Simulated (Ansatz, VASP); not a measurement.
One calculation of Si, two programs

Contents of INCAR:

```
PREC = Accurate
ENCUT = 520
EDIFF = 1E-6
ISMEAR = 0
SIGMA = 0.05
LREAL = False
LASPH = True
NELM = 150
ALGO = Normal
ISIF = 2
LWAVE = False
LCHARG = False
ISPIN = 2
MAGMOM = 0 0 0 0 2
LORBIT = 11
LDIPOL = True
IDIPOL = 3
DIPOL = 0.5 0.5 0.332
NBANDS = 22
```

KPOINTS

```
Automatic mesh
0
Gamma
  7 7 1
```

File POSCAR:

```
Si
1.0
    3.8195065206      0.0000000000      0.0000000000
    0.0000000000      3.8195065206      0.0000000000
    0.0000000000      0.0000000000     21.0645252450
Si
5
Direct
    0.0000000000      0.5000000000      0.1898927203
    0.0000000000      0.0000000000      0.2540004780
    0.5000000000      0.0000000000      0.3202822601
    0.5000000000      0.5000000000      0.3828486591
    0.7500000000      0.7500000000      0.5143493679
```

Input for Ansatz:

```yaml
crystal:
  lattice:
    - [3.8195065206, 0.0, 0.0]
    - [0.0, 3.8195065206, 0.0]
    - [0.0, 0.0, 21.064525245]
  atoms:
    - { symbol: Si, position: [0.0, 0.5, 0.1898927203] }
    - { symbol: Si, position: [0.0, 0.0, 0.254000478] }
    - { symbol: Si, position: [0.5, 0.0, 0.3202822601] }
    - { symbol: Si, position: [0.5, 0.5, 0.3828486591] }
    - { symbol: Si, position: [0.75, 0.75, 0.5143493679], spin: 2.0 }
basis:
  ecutwfc: 420
kpoints:
  mp_grid: { grid: [7, 7, 1] }
hamiltonian:
  xc: lda
  pseudopotentials: { kind: paw, azcp: { folder: soft_1 } }
scf:
  occupations: { method: gaussian, width: 0.05 }
output:
  forces: true
  eigenvalues: true
  populations: true
magnetization:
  spin_polarized: true
efield:
  axis: 3
  dipole_correction: true
  ramp_width: 0.04
```

Alike in both runs: task single point; functional LDA; k mesh 7 × 7 × 1; occupations gaussian, width 0.05 eV; collinear spin.

|  | VASP | Ansatz |
| --- | --- | --- |
| version | VASP 6.6.1 | Ansatz 0.2.0 |
| potentials or method | VASP PAW LDA potentials, release 64 (Si), cutoff 520 eV | scalar-relativistic, plane waves, PAW |
| valence electrons in the cell | 20 | 20 |

```tsv
	VASP	Ansatz	Ansatz less VASP
gap on the k mesh at the Fermi level (eV)	none	none	-
rms of the force components (eV/Å)	0.602	0.600	-0.0015
net moment per atom (μB)	0.00	0.00	0.000
```

Ansatz warns that its potentials were made for another functional, while VASP's fit it. LDA's correlation is that of Perdew and Zunger in VASP and of Perdew and Wang (1992) in Ansatz. Atom by atom the forces differ by 0.002 eV/Å (rms over components). A gap of «none» marks a metal or a gap that the smearing closes. Ansatz's warnings: seeded moment not kept.
